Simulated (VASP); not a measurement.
Set up this calculation in VASP 6.6.1, as the native input.

```yaml
Task: single point
Functional: PBEsol
Potentials_or_basis: VASP PAW PBE potentials, release 64 (Ga_d, O)
Cutoff: 520 eV
k_mesh: 6 × 6 × 2
Occupations: gaussian, width 0.1 eV
Spin: no spin polarisation
Dipole_correction: no
Further_INCAR_settings: ALGO = Normal; EDIFF = 1e-06; NBANDS = 48
```

The structure of GaO lies in POSCAR:

```
GaO
1.0
    3.0748270013      0.0000000000      0.0000000000
   -1.5374135007      2.6628782954      0.0000000000
    0.0000000000      0.0000000000     13.0772611570
Ga O
4 4
Direct
    0.3333333333      0.6666666667      0.4250000000
    0.3333333333      0.6666666667      0.5750000000
    0.0000000000      0.0000000000      0.0750000000
    0.0000000000      0.0000000000      0.9250000000
    0.6666666667      0.3333333333      0.1500000000
    0.6666666667      0.3333333333      0.8500000000
    0.0000000000      0.0000000000      0.3500000000
    0.0000000000      0.0000000000      0.6500000000
```

One way to write it, as run:

INCAR

```
SYSTEM = GaO
PREC     = Accurate       ! precision mode
ENCUT    = 520            ! plane-wave cutoff, eV
EDIFF    = 1E-6           ! SCF threshold, eV
ISMEAR   = 0              ! smearing method
SIGMA    = 0.1            ! smearing width, eV
LREAL    = .False.        ! projectors in reciprocal space
LASPH    = .True.         ! aspherical terms in the spheres
NELM     = 80             ! most SCF steps
ALGO     = Normal         ! electronic algorithm
ISIF     = 2              ! what is computed and relaxed
LWAVE    = .False.        ! write WAVECAR
LCHARG   = .False.        ! write CHGCAR
GGA      = PS             ! functional
NBANDS   = 48             ! bands
```

KPOINTS

```
Automatic mesh
0
Gamma
  6 6 2
  0 0 0
```

Potentials or basis: VASP PAW PBE potentials, release 64 (Ga_d, O).

Command:

```bash
$ cat potpaw_PBE.64/Ga_d/POTCAR potpaw_PBE.64/O/POTCAR > POTCAR
$ mpirun -np 1 vasp_std > vasp.out
```

It gave:

| Item | Value |
| --- | --- |
| Pressure | 4.7 GPa |
| Largest force | 11.256 eV/Å |
| Band gap on the k mesh | 1.66 eV (least direct gap 1.93 eV) |

Caveat: the cell stands under pressure; the PAW data sets were made with another functional, which shifts forces and pressure a little.

Run time: 89 s on 1 thread of Intel(R) Xeon(R) Platinum 8259CL CPU @ 2.50GHz (Skylake/Cascade Lake), with other jobs on the host, peak memory 0.24 GiB.
